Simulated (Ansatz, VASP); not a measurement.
# Two plane-wave programs on BN

```
B N
1.0
     2.55394    0.00000    0.00000
    -1.27697    2.21178    0.00000
     0.00000    0.00000    4.22685
B N
2 2
Direct
  0.66667 0.33333 0.99972
  0.33333 0.66667 0.49972
  0.71034 0.36530 0.60162
  0.33333 0.66667 0.12528
```

Alike in both runs: task single point; functional PBEsol; k mesh 12 × 12 × 6; occupations gaussian, width 0.05 eV; no spin polarisation.

```csv
,VASP,Ansatz
version,VASP 6.6.1,Ansatz 0.2.0
potentials or method,"VASP PAW PBE potentials, release 64 (B, N), cutoff 520 eV","scalar-relativistic, plane waves, PAW"
valence electrons in the cell,16,16
```

|  | VASP | Ansatz | Ansatz less VASP |
| --- | --- | --- | --- |
| gap on the k mesh at the Fermi level (eV) | 5.13 | 5.14 | +0.016 |
| least direct gap on the mesh (eV) | 7.54 | 7.54 | -0.001 |
| pressure (GPa) | -1.2 | -1.8 | -0.54 |
| traceless stress, the component that is largest in VASP (GPa) | 4.69 | 4.61 | -0.082 |
| rms of the force components (eV/Å) | 1.752 | 1.745 | -0.0069 |

VASP's potentials were made for PBE, not for PBEsol. Atom by atom the forces differ by 0.009 eV/Å (rms over components).
